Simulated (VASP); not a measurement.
# In (I4/mmm) in VASP: relaxation of cell and atoms with PBEsol

Aim: the relaxation of cell and atoms of In with PBEsol.

All numbers are computed with VASP 6.6.1; they aren't measurements. Logs are shortened: lines on timing, memory, paths and dates and some standing lists are left out, and cuts for length are marked.

## (1) The cell of the first run

The structure is tetragonal, space group I4/mmm (No. 139). Conventional cell: a = 3.251 Å, b = 3.251 Å, c = 4.947 Å, α = 90.00°, β = 90.00°, γ = 90.00°. Within 4.3 Å of In (site symmetry 4/mmm) lie 12 In at 3.25 to 3.38 Å.

## (2) Relaxation of cell and atoms, PBEsol

The input, INCAR:

```
PREC = Accurate
ENCUT = 600
EDIFF = 1E-7
ISMEAR = -1
SIGMA = 0.05
LREAL = F
LASPH = T
NELM = 60
ALGO = Normal
ISIF = 3
LWAVE = F
LCHARG = F
GGA = PS
IBRION = 2
NSW = 100
EDIFFG = -0.002
```

The input, KPOINTS:

```
regular mesh
0
Gamma
  16 16 16
```

The input, POSCAR:

```
In
1.0
   -1.6254700000      1.6254700000      2.4737000000
    1.6254700000     -1.6254700000      2.4737000000
    1.6254700000      1.6254700000     -2.4737000000
In
1
Direct
    0.0000000000      0.0000000000      0.0000000000
```

Potentials or basis: VASP PAW PBE potentials, release 64 (In_d).

Started as:

```
$ cat potpaw_PBE.64/In_d/POTCAR > POTCAR
$ mpirun -np 1 vasp_std > vasp.out
```

OUTCAR:

```text
PREC = Accurate
   ENCUT = 600
   EDIFF = 1E-7
   ISMEAR = -1
   LREAL = F
   LASPH = T
   NELM = 60
   ISIF = 3
   GGA = PS
   IBRION = 2
   NSW = 100
   EDIFFG = -0.002

 ion  position               nearest neighbor table
   1  0.000  0.000  0.000-

  LATTYP: Found a body centered tetragonal cell.
 ALAT       =     3.2509400000
 C/A-ratio  =     1.5218367611

  Lattice vectors:

 A1 = (  -1.6254700000,   1.6254700000,   2.4737000000)
 A2 = (   1.6254700000,  -1.6254700000,   2.4737000000)
 A3 = (   1.6254700000,   1.6254700000,  -2.4737000000)

Analysis of symmetry for initial positions (statically):
=====================================================================
 Subroutine PRICEL returns:
 Original cell was already a primitive cell.

 Routine SETGRP: Setting up the symmetry group for a
 body centered tetragonal supercell.

 Subroutine GETGRP returns: Found 16 space group operations
 (whereof 16 operations were pure point group operations)
 out of a pool of 16 trial point group operations.

The static configuration has the point symmetry D_4h.

Analysis of symmetry for dynamics (positions and initial velocities):
=====================================================================
 Subroutine PRICEL returns:
 Original cell was already a primitive cell.

 Routine SETGRP: Setting up the symmetry group for a
 body centered tetragonal supercell.

 Subroutine GETGRP returns: Found 16 space group operations
 (whereof 16 operations were pure point group operations)
 out of a pool of 16 trial point group operations.

The dynamic configuration has the point symmetry D_4h.

 Subroutine INISYM returns: Found 16 space group operations
 (whereof 16 operations are pure point group operations),
 and found     1 'primitive' translations

----------------------------------------------------------------------------------------

                                     Primitive cell

  volume of cell :      26.1436

  direct lattice vectors                    reciprocal lattice vectors
    -1.625470000  1.625470000  2.473700000     0.000000000  0.307603339  0.202126369
     1.625470000 -1.625470000  2.473700000     0.307603339  0.000000000  0.202126369
     1.625470000  1.625470000 -2.473700000     0.307603339  0.307603339  0.000000000

  length of vectors
     3.376906444  3.376906444  3.376906444     0.368069129  0.368069129  0.435016814

  position of ions in fractional coordinates (direct lattice)
     0.000000000  0.000000000  0.000000000

  ion indices of the primitive-cell ions
   primitive index   ion index
                 1           1

----------------------------------------------------------------------------------------

 KPOINTS: regular mesh

Automatic generation of k-mesh.
 Grid dimensions read from file:
 generate k-points for:   16   16   16

 Generating k-lattice:

  Cartesian coordinates                     Fractional coordinates (reciprocal lattice)
     0.000000000  0.019225209  0.012632898     0.062500000  0.000000000 -0.000000000
     0.019225209  0.000000000  0.012632898     0.000000000  0.062500000 -0.000000000
     0.019225209  0.019225209  0.000000000     0.000000000  0.000000000  0.062500000

  Length of vectors
     0.023004321  0.023004321  0.027188551

  Shift w.r.t. Gamma in fractional coordinates (k-lattice)
     0.000000000  0.000000000  0.000000000

 Subroutine IBZKPT returns following result:
 ===========================================

 Found    349 irreducible k-points:

 Following reciprocal coordinates:
            Coordinates               Weight
  0.000000  0.000000  0.000000      1.000000
  0.062500  0.000000 -0.000000      8.000000
  0.125000  0.000000 -0.000000      8.000000
  0.187500  0.000000 -0.000000      8.000000
  0.250000  0.000000 -0.000000      8.000000
  0.312500  0.000000 -0.000000      8.000000
[... 16 lines left out ...]
 -0.125000  0.062500  0.000000     16.000000
 -0.062500  0.062500  0.000000      4.000000
 [... further k-points ...]
   k-points           NKPTS =    349   k-points in BZ     NKDIM =    349   number of bands    NBANDS=     10
   number of dos      NEDOS =    301   number of ions     NIONS =      1
   total plane-waves  NPLWV =  21952
   dimension x,y,z NGX =    28 NGY =   28 NGZ =   28
   dimension x,y,z NGXF=    56 NGYF=   56 NGZF=   56
   ions per type =               1
   NGX,Y,Z   is equivalent  to a cutoff of  13.78, 13.78, 13.78 a.u.
   NGXF,Y,Z  is equivalent  to a cutoff of  27.57, 27.57, 27.57 a.u.
 SYSTEM =  unknown system
   PREC   = accura    normal or accurate (medium, high low for compatibility)
   ISTART =      0    job   : 0-new  1-cont  2-samecut
   ICHARG =      2    charge: 1-file 2-atom 10-const
   ISPIN  =      1    spin polarized calculation?
   LNONCOLLINEAR =      F non collinear calculations
   LSORBIT =      F    spin-orbit coupling
   LASPH  =      T    aspherical Exc in radial PAW
   ENCUT  =  600.0 eV  44.10 Ry    6.64 a.u.   6.74  6.74  6.74*2*pi/ulx,y,z
   NELM   =     60;   NELMIN=  2; NELMDL= -5     # of ELM steps
   EDIFF  = 0.1E-06   stopping-criterion for ELM
   LREAL  =      F    real-space projection
   EDIFFG = -.2E-02   stopping-criterion for IOM
   NSW    =    100    number of steps for IOM
   IBRION =      2    ionic relax: 0-MD 1-quasi-New 2-CG
   NFREE  =      1    steps in history (QN), initial steepest desc. (CG)
   ISIF   =      3    stress and relaxation
   ISYM   =      2    0-nonsym 1-usesym 2-fastsym
   POTIM  = 0.5000    time-step for ionic-motion
   TEBEG  =    0.0;   TEEND  =   0.0 temperature during run
   PSTRESS=    0.0 pullay stress
   NELECT =      13.0000    total number of electrons
   NUPDOWN=      -1.0000    fix difference up-down
   EMIN   =  10.00;   EMAX   =-10.00  energy-range for DOS
   EFERMI =   0.00;   METHOD = LEGACY
   ISMEAR =    -1;   SIGMA  =   0.05  broadening in eV -4-tet -1-fermi 0-gaus
   EFERMI_NEDOS =   21; number of points for ismear=-14 and -15
   IALGO  =     38    algorithm
   IMIX   =      4    mixing-type and parameters
     AMIX     =   0.40;   BMIX     =  1.00
     AMIX_MAG =   1.60;   BMIX_MAG =  1.00
  volume/ion in A,a.u.               =      26.14       176.43
  Fermi-wavevector in a.u.,A,eV,Ry     =   1.296983  2.450943 22.887245  1.682165
  Thomas-Fermi vector in A             =   2.428405
   LORBIT       =      0    0 simple, 1 ext, 2 COOP (PROOUT), +10 PAW based schemes
   GGA     = PS    functional components
   LHFCALC =     F    Hartree Fock is set to
   AEXX    =    0.0000 exact exchange contribution
   IVDW    =     0    specifies the selected vdW correction
   LEPSILON=     F    determine dielectric tensor
   LRPA    =     F    only Hartree local field effects (RPA)
 conjugate gradient relaxation of ions
 non-spin polarized calculation
  energy-cutoff  :      600.00
  volume of cell :       26.14
 maximum number of plane-waves:       901
   NGX = 13   NGY = 13   NGZ = 13

--------------------------------------- Ionic step        1  -------------------------------------------

 number of electron      13.0000006 magnetization

 Free energy of the ion-electron system (eV)
  ---------------------------------------------------
  ext. energy  EPLUGINS =         0.00000000
  ---------------------------------------------------
  free energy    TOTEN  =        -2.98505096 eV

  energy without entropy =       -2.98159137  energy(sigma->0) =       -2.98332117

------------------------ aborting loop because EDIFF is reached ----------------------------------------

  FORCE on cell =-STRESS in cart. coord.  units (eV):
  Direction    XX          YY          ZZ          XY          YZ          ZX
  --------------------------------------------------------------------------------------
  -------------------------------------------------------------------------------------
  Total       -0.1755914     -0.1755914     -0.1350148      0.0000000     -0.0000000      0.0000000
  in kB      -10.7609057    -10.7609057     -8.2742219      0.0000000     -0.0000000      0.0000000
  external PRESSURE =      -9.9320111 kB  Pullay stress =       0.0000000 kB
[... 86 lines left out ...]
  FREE ENERGIE OF THE ION-ELECTRON SYSTEM (eV)
  ---------------------------------------------------
  free  energy   TOTEN  =        -2.9869772491 eV

  energy  without entropy=       -2.9835630085  energy(sigma->0) =       -2.98527013

[... ionic steps 4 to 8 ...]

--------------------------------------- Ionic step        9  -------------------------------------------

 number of electron      13.0000001 magnetization

------------------------ aborting loop because EDIFF is reached ----------------------------------------

  FORCE on cell =-STRESS in cart. coord.  units (eV):
  Direction    XX          YY          ZZ          XY          YZ          ZX
  --------------------------------------------------------------------------------------
  -------------------------------------------------------------------------------------
  Total        0.0060494      0.0060494      0.0057113      0.0000000      0.0000000      0.0000000
  in kB        0.3795107      0.3795107      0.3582987      0.0000000      0.0000000      0.0000000
  external PRESSURE =       0.3724400 kB  Pullay stress =       0.0000000 kB
[... 55 lines left out ...]
  energy  without entropy=       -2.9851520279  energy(sigma->0) =       -2.98653908

--------------------------------------- Ionic step       11  -------------------------------------------

 number of electron      13.0000001 magnetization

 Free energy of the ion-electron system (eV)
  ---------------------------------------------------
  ext. energy  EPLUGINS =         0.00000000
  ---------------------------------------------------
  free energy    TOTEN  =        -2.98795306 eV

  energy without entropy =       -2.98519849  energy(sigma->0) =       -2.98657577

 E-fermi :   7.6114     XC(G=0): -10.5163

 val. band max:        7.5912489100   @ k =  -0.3750   0.0625   0.0000
 cond. band min:       7.6224071193   @ k =  -0.3750   0.3750   0.3750
 fundamental gap:      0.0311582094
 Fermi energy:         7.6114356412

 k-point     1 :       0.0000    0.0000    0.0000
  band No.  band energies     occupation
      1      -7.0651      2.00000
      2      -6.8946      2.00000
      3      -6.8946      2.00000
      4      -6.8547      2.00000
      5      -6.6919      2.00000
      6      -2.1077      2.00000
      7      18.3526      0.00000
      8      18.3526      0.00000
      9      18.5783      0.00000
     10      19.3226      0.00000
[... 287 lines left out ...]
 k-point    24 :      -0.0625    0.0625    0.0000
  band No.  band energies     occupation
      1      -7.0451      2.00000
      2      -6.9049      2.00000
      3      -6.8854      2.00000
      4      -6.8482      2.00000
      5      -6.7010      2.00000
      6      -1.9834      2.00000
      7      17.5480      0.00000
      8      17.7919      0.00000
      9      17.8843      0.00000
     10      18.7615      0.00000

 [... further k-points ...]
[... 5 lines left out ...]
  --------------------------------------------------------------------------------------
  -------------------------------------------------------------------------------------
  Total        0.0008785      0.0008785     -0.0010551     -0.0000000     -0.0000000      0.0000000
  in kB        0.0550653      0.0550653     -0.0661361     -0.0000000     -0.0000000      0.0000000
  external PRESSURE =       0.0146648 kB  Pullay stress =       0.0000000 kB
[... 16 lines left out ...]
  FREE ENERGIE OF THE ION-ELECTRON SYSTEM (eV)
  ---------------------------------------------------
  free  energy   TOTEN  =        -2.9879530601 eV

  energy  without entropy=       -2.9851984885  energy(sigma->0) =       -2.98657577

 reached required accuracy - stopping structural energy minimisation
```

Wall time 7.6 min (1 thread of Intel Xeon 6975P-C, shared host); peak memory 0.27 GiB.

What came out:

```
Free energy                            : -2.9880 eV
Relaxed volume                         : 25.56 Å³/atom
Relaxed cell                           : a = 3.375 Å, b = 3.375 Å, c = 3.375 Å, α = 123.58°, β = 123.58°, γ = 83.91°
Space group after relaxing (to 0.05 Å) : I4/mmm (No. 139)
Energy gained by relaxing              : 2.9 meV/atom
Ionic steps                            : 11
Pressure after relaxing                : 0.0 GPa
```

The path:
```
step  energy change (eV)  largest force (eV/Å)  pressure (GPa)  volume (Å³)
   1              0.0000                0.0000           -0.99        26.14
   2             -0.0019                0.0000            0.03        25.54
   3             -0.0019                0.0000            0.01        25.54
   4             -0.0020                0.0000            0.01        25.54
   5             -0.0021                0.0000            0.01        25.54
   6             -0.0024                0.0000            0.02        25.54
   7             -0.0029                0.0000            0.04        25.54
   8             -0.0029                0.0000            0.04        25.54
   9             -0.0029                0.0000            0.04        25.54
  10             -0.0029                0.0000           -0.12        25.63
  11             -0.0029                0.0000            0.00        25.56
```

Final structure:
```
CELL_PARAMETERS angstrom
-1.59554 1.59554 2.51000
1.59554 -1.59554 2.51000
1.59554 1.59554 -2.51000
ATOMIC_POSITIONS crystal
In 0.00000 0.00000 0.00000
```

Caveat: the PAW data sets were made with another functional, which shifts forces and pressure a little; spin-orbit coupling is left out, which moves the levels of the heavy elements.
